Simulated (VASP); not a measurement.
# K4Cd3Ir (Pm-3m) in VASP: single point with r2SCAN

Aim: the single point of K4Cd3Ir with r2SCAN.

All numbers are computed with VASP 6.6.1; they aren't measurements. Logs are shortened: lines on timing, memory, paths and dates and some standing lists are left out, and cuts for length are marked.

## Step 1: The cell of the first run

Symmetry: Pm-3m, No. 221, cubic system. The conventional cell has a = 6.400 Å, b = 6.400 Å, c = 6.400 Å, α = 90.00°, β = 90.00°, γ = 90.00°. Within 4.2 Å of K (site symmetry m-3m) lie 6 Cd at 3.20 Å. Within 4.2 Å of K (site symmetry 4/mmm) lie 4 Cd at 3.20 Å and 2 Ir at 3.20 Å. Within 4.2 Å of Cd (site symmetry 4/mmm) lie 6 K at 3.20 Å. Within 4.2 Å of Ir (site symmetry m-3m) lie 6 K at 3.20 Å.

## Step 2: Single point, r2SCAN

The input, POSCAR:

```
K4Cd3Ir
1.0
    6.4004951300      0.0000000000      0.0000000000
    0.0000000000      6.4004951300      0.0000000000
    0.0000000000      0.0000000000      6.4004951300
K Cd Ir
4 3 1
Direct
    0.0000000000      0.0000000000      0.0000000000
    0.5000000000      0.5000000000      0.0000000000
    0.5000000000      0.0000000000      0.5000000000
    0.0000000000      0.5000000000      0.5000000000
    0.0000000000      0.5000000000      0.0000000000
    0.0000000000      0.0000000000      0.5000000000
    0.5000000000      0.0000000000      0.0000000000
    0.5000000000      0.5000000000      0.5000000000
```

The input, INCAR.step1:

```
PREC = Accurate ; ENCUT = 520
ISMEAR = -1 ; SIGMA = 0.1
LREAL = False ; LASPH = True
NELM = 100 ; NBANDS = 50
GGA = PE ; ALGO = Normal
EDIFF = 1E-4 ; LWAVE = True
LCHARG = False
```

The input, INCAR.step2:

```
PREC = Accurate ; ENCUT = 520
EDIFF = 1E-6 ; ISMEAR = -1
SIGMA = 0.1 ; LREAL = False
LASPH = True ; NELM = 100
ALGO = Normal ; ISIF = 2
LWAVE = False ; LCHARG = True
METAGGA = R2SCAN ; LMIXTAU = True
LELF = True ; LVHAR = True
NBANDS = 50 ; ISTART = 1
```

The input, KPOINTS:

```
regular mesh
0
Gamma
  5 5 5
```

Potentials or basis: VASP PAW PBE potentials, release 64 (K_sv, Cd, Ir).

The run is started by

```console
> cat potpaw_PBE.64/K_sv/POTCAR potpaw_PBE.64/Cd/POTCAR potpaw_PBE.64/Ir/POTCAR > POTCAR
> cp INCAR.step1 INCAR
> mpirun -np 1 vasp_std > vasp.out
> cp INCAR.step2 INCAR
> mpirun -np 1 vasp_std > vasp.out
```

OUTCAR:

```text
PREC = Accurate
   ENCUT = 520
   EDIFF = 1E-6
   ISMEAR = -1
   LREAL = False
   LASPH = True
   NELM = 100
   ISIF = 2
   METAGGA = R2SCAN
   ISTART = 1

 ion  position               nearest neighbor table
   1  0.000  0.000  0.000-   5 3.20   6 3.20   7 3.20   6 3.20   5 3.20   7 3.20
   2  0.500  0.500  0.000-   5 3.20   7 3.20   8 3.20   8 3.20   7 3.20   5 3.20
   3  0.500  0.000  0.500-   6 3.20   7 3.20   8 3.20   7 3.20   8 3.20   6 3.20
   4  0.000  0.500  0.500-   5 3.20   6 3.20   8 3.20   5 3.20   6 3.20   8 3.20
   5  0.000  0.500  0.000-   1 3.20   2 3.20   4 3.20   4 3.20   1 3.20   2 3.20
   6  0.000  0.000  0.500-   1 3.20   3 3.20   4 3.20   1 3.20   4 3.20   3 3.20
   7  0.500  0.000  0.000-   1 3.20   2 3.20   3 3.20   3 3.20   2 3.20   1 3.20
   8  0.500  0.500  0.500-   2 3.20   3 3.20   4 3.20   2 3.20   3 3.20   4 3.20

  LATTYP: Found a simple cubic cell.
 ALAT       =     6.4004951300

  Lattice vectors:

 A1 = (   6.4004951300,   0.0000000000,   0.0000000000)
 A2 = (   0.0000000000,   6.4004951300,   0.0000000000)
 A3 = (   0.0000000000,   0.0000000000,   6.4004951300)

Analysis of symmetry for initial positions (statically):
=====================================================================
 Subroutine PRICEL returns:
 Original cell was already a primitive cell.

 Routine SETGRP: Setting up the symmetry group for a
 simple cubic supercell.

 Subroutine GETGRP returns: Found 48 space group operations
 (whereof 48 operations were pure point group operations)
 out of a pool of 48 trial point group operations.

The static configuration has the point symmetry O_h .

Analysis of symmetry for dynamics (positions and initial velocities):
=====================================================================
 Subroutine PRICEL returns:
 Original cell was already a primitive cell.

 Routine SETGRP: Setting up the symmetry group for a
 simple cubic supercell.

 Subroutine GETGRP returns: Found 48 space group operations
 (whereof 48 operations were pure point group operations)
 out of a pool of 48 trial point group operations.

The dynamic configuration has the point symmetry O_h .

 Subroutine INISYM returns: Found 48 space group operations
 (whereof 48 operations are pure point group operations),
[... 93 lines left out ...]
   EDIFF  = 0.1E-05   stopping-criterion for ELM
   LREAL  =      F    real-space projection
   EDIFFG = 0.1E-04   stopping-criterion for IOM
   NSW    =      0    number of steps for IOM
   IBRION =     -1    ionic relax: 0-MD 1-quasi-New 2-CG
   NFREE  =      0    steps in history (QN), initial steepest desc. (CG)
   ISIF   =      2    stress and relaxation
   ISYM   =      2    0-nonsym 1-usesym 2-fastsym
   POTIM  = 0.5000    time-step for ionic-motion
   TEBEG  =    0.0;   TEEND  =   0.0 temperature during run
   PSTRESS=    0.0 pullay stress
   NELECT =      81.0000    total number of electrons
   NUPDOWN=      -1.0000    fix difference up-down
   EMIN   =  10.00;   EMAX   =-10.00  energy-range for DOS
   EFERMI =   0.00;   METHOD = LEGACY
   ISMEAR =    -1;   SIGMA  =   0.10  broadening in eV -4-tet -1-fermi 0-gaus
   EFERMI_NEDOS =   21; number of points for ismear=-14 and -15
   IALGO  =     38    algorithm
   IMIX   =      4    mixing-type and parameters
     AMIX     =   0.40;   BMIX     =  1.00
     AMIX_MAG =   1.60;   BMIX_MAG =  1.00
  volume/ion in A,a.u.               =      32.78       221.18
  Fermi-wavevector in a.u.,A,eV,Ry     =   1.106682  2.091326 16.663675  1.224746
  Thomas-Fermi vector in A             =   2.243186
   LORBIT       =      0    0 simple, 1 ext, 2 COOP (PROOUT), +10 PAW based schemes
   METAGGA = R2SCAN    functional components
   LHFCALC =     F    Hartree Fock is set to
   AEXX    =    0.0000 exact exchange contribution
   IVDW    =     0    specifies the selected vdW correction
   LEPSILON=     F    determine dielectric tensor
   LRPA    =     F    only Hartree local field effects (RPA)
 non-spin polarized calculation
  energy-cutoff  :      520.00
  volume of cell :      262.20
 maximum number of plane-waves:      7097
 NGX is ok and might be reduce to    48
   NGX = 23   NGY = 23   NGZ = 23

 number of electron      80.9999998 magnetization

 Free energy of the ion-electron system (eV)
  ---------------------------------------------------
  ext. energy  EPLUGINS =         0.00000000
  ---------------------------------------------------
  free energy    TOTEN  =      -131.22337763 eV

  energy without entropy =     -131.03385522  energy(sigma->0) =     -131.12861643

 E-fermi :   1.3355     XC(G=0):  -8.8112

 val. band max:        1.1644244569   @ k =   0.4000   0.4000   0.4000
 cond. band min:       1.3718204651   @ k =   0.4000   0.2000   0.2000
 fundamental gap:      0.2073960082
 Fermi energy:         1.3355218911

 k-point     1 :       0.0000    0.0000    0.0000
  band No.  band energies     occupation
      1     -31.7162      2.00000
      2     -30.7391      2.00000
      3     -30.7315      2.00000
      4     -30.7315      2.00000
      5     -14.5178      2.00000
      6     -14.5178      2.00000
[... 519 lines left out ...]
     49       3.8744      0.00000
     50       4.6704      0.00000

------------------------ aborting loop because EDIFF is reached ----------------------------------------

  FORCE on cell =-STRESS in cart. coord.  units (eV):
  Direction    XX          YY          ZZ          XY          YZ          ZX
  --------------------------------------------------------------------------------------
  -------------------------------------------------------------------------------------
  Total        5.6428236      5.6428236      5.6428236     -0.0000000     -0.0000000     -0.0000000
  in kB       34.4799271     34.4799271     34.4799271     -0.0000000     -0.0000000     -0.0000000
  external PRESSURE =      34.4799271 kB  Pullay stress =       0.0000000 kB

 VOLUME and BASIS-vectors are now :
 -----------------------------------------------------------------------------
  energy-cutoff  :      520.00
  volume of cell :      262.20
      direct lattice vectors                 reciprocal lattice vectors
     6.400495130  0.000000000  0.000000000     0.156237913  0.000000000  0.000000000
     0.000000000  6.400495130  0.000000000     0.000000000  0.156237913  0.000000000
     0.000000000  0.000000000  6.400495130     0.000000000  0.000000000  0.156237913

 POSITION                                       TOTAL-FORCE (eV/Angst)
 -----------------------------------------------------------------------------------
      0.00000      0.00000      0.00000         0.000000      0.000000      0.000000
      3.20025      3.20025      0.00000         0.000000      0.000000      0.000000
      3.20025      0.00000      3.20025         0.000000      0.000000      0.000000
      0.00000      3.20025      3.20025         0.000000      0.000000      0.000000
      0.00000      3.20025      0.00000         0.000000      0.000000      0.000000
      0.00000      0.00000      3.20025         0.000000      0.000000      0.000000
      3.20025      0.00000      0.00000         0.000000      0.000000      0.000000
      3.20025      3.20025      3.20025         0.000000      0.000000      0.000000
 -----------------------------------------------------------------------------------
    total drift:                                0.000000      0.000000      0.000000

  FREE ENERGIE OF THE ION-ELECTRON SYSTEM (eV)
  ---------------------------------------------------
  free  energy   TOTEN  =      -131.2233776289 eV

  energy  without entropy=     -131.0338552217  energy(sigma->0) =     -131.12861643
```

OUTCAR.step1:

```text
PREC = Accurate
   ENCUT = 520
   ISMEAR = -1
   LREAL = False
   LASPH = True
   NELM = 100
[... 756 lines left out ...]
      0.00000      0.00000      3.20025         0.000000      0.000000      0.000000
      3.20025      0.00000      0.00000         0.000000      0.000000      0.000000
      3.20025      3.20025      3.20025         0.000000      0.000000      0.000000
 -----------------------------------------------------------------------------------
    total drift:                                0.000000      0.000000      0.000000

  FREE ENERGIE OF THE ION-ELECTRON SYSTEM (eV)
  ---------------------------------------------------
  free  energy   TOTEN  =       -10.0799872827 eV

  energy  without entropy=       -9.8669733518  energy(sigma->0) =       -9.97348032
```

OSZICAR.step1:

```text
N       E                     dE             d eps       ncg     rms          rms(c)
DAV:   1     0.663701806557E+03    0.66370E+03   -0.37832E+04  1000   0.148E+03
DAV:   2     0.371899420675E+02   -0.62651E+03   -0.59608E+03  1002   0.422E+02
DAV:   3    -0.103898114602E+02   -0.47580E+02   -0.46548E+02  1352   0.104E+02
DAV:   4    -0.127044943827E+02   -0.23147E+01   -0.22975E+01  1516   0.189E+01
DAV:   5    -0.128074776215E+02   -0.10298E+00   -0.10293E+00  1448   0.295E+00    0.115E+01
DAV:   6    -0.147290179813E+02   -0.19215E+01   -0.17385E+01  1224   0.157E+01    0.259E+01
DAV:   7    -0.108991246035E+02    0.38299E+01   -0.12469E+01  1216   0.744E+00    0.616E+00
DAV:   8    -0.100963671383E+02    0.80276E+00   -0.13387E+00  1072   0.338E+00    0.224E+00
DAV:   9    -0.100783103221E+02    0.18057E-01   -0.20923E-01  1460   0.165E+00    0.573E-01
DAV:  10    -0.100794186996E+02   -0.11084E-02   -0.76287E-03  1364   0.303E-01    0.263E-01
DAV:  11    -0.100800004517E+02   -0.58175E-03   -0.91808E-04  1138   0.118E-01    0.801E-02
DAV:  12    -0.100799872827E+02    0.13169E-04   -0.17680E-04   836   0.559E-02
   1 F= -.10079987E+02 E0= -.99734803E+01  d E =-.213014E+00
```

Run time: 5 min. Hardware: 1 thread of Intel Xeon Platinum 8488C (Sapphire Rapids), shared host; peak memory 0.43 GiB.

What came out:

| Item | Value |
| --- | --- |
| Free energy | -131.2234 eV |
| Pressure | 3.4 GPa |

Caveat: the PAW data sets were made with another functional, which shifts forces and pressure a little; spin-orbit coupling is left out, which moves the levels of the heavy elements.
